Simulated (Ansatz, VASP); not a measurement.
One calculation of HfC, two programs

INCAR

```
PREC     = Accurate       # precision mode
ENCUT    = 520            # plane-wave cutoff, eV
EDIFF    = 1E-7           # SCF threshold, eV
ISMEAR   = 0              # smearing method
SIGMA    = 0.15           # smearing width, eV
LREAL    = F              # projectors in reciprocal space
LASPH    = T              # aspherical terms in the spheres
NELM     = 60             # most SCF steps
ALGO     = Normal         # electronic algorithm
ISIF     = 2              # what is computed and relaxed
LWAVE    = F              # write WAVECAR
LCHARG   = F              # write CHGCAR
GGA      = PS             # functional
NBANDS   = 14             # bands
```

KPOINTS

```
regular mesh
0
Gamma
  20 20 20
```

POSCAR

```
HfC
1.0
    0.0000000000      2.3905271553      2.1992849829
    2.3905271553      0.0000000000      2.1992849829
    2.3905271553      2.3905271553      0.0000000000
Hf C
1 1
Direct
    0.5000000000      0.5000000000      0.5000000000
    0.0000000000      0.0000000000      0.0000000000
```

Input for Ansatz:

```yaml
crystal:
  lattice:
    - [0.0, 2.3905271553, 2.1992849829]
    - [2.3905271553, 0.0, 2.1992849829]
    - [2.3905271553, 2.3905271553, 0.0]
  atoms:
    - { symbol: Hf, position: [0.5, 0.5, 0.5] }
    - { symbol: C, position: [0.0, 0.0, 0.0] }
basis:
  ecutwfc: 420
kpoints:
  mp_grid: { grid: [20, 20, 20] }
hamiltonian:
  xc: pbesol
scf:
  occupations: { method: gaussian, width: 0.15 }
output:
  forces: true
  stress: true
  eigenvalues: true
```

Alike in both runs: task single point; functional PBEsol; k mesh 20 × 20 × 20; occupations gaussian, width 0.15 eV; no spin polarisation.

|  | VASP | Ansatz |
| --- | --- | --- |
| version | VASP 6.6.1 | Ansatz 0.2.0 |
| potentials or method | VASP PAW PBE potentials, release 64 (Hf_pv, C), cutoff 520 eV | scalar-relativistic, plane waves, PAW |
| valence electrons in the cell | 14 | 30 |

```tsv
	VASP	Ansatz	Ansatz less VASP
gap on the k mesh at the Fermi level (eV)	none	none	-
pressure (GPa)	-3.7	-3.4	+0.32
traceless stress, the component that is largest in VASP (GPa)	25.01	24.60	-0.404
```

VASP's potentials were made for PBE, not for PBEsol. A gap of «none» marks a metal or a gap that the smearing closes. VASP's potentials hold 14 valence electrons a cell and Ansatz's 30, so a difference there can come from the potentials and not from the codes.

Spin-orbit coupling is off throughout.
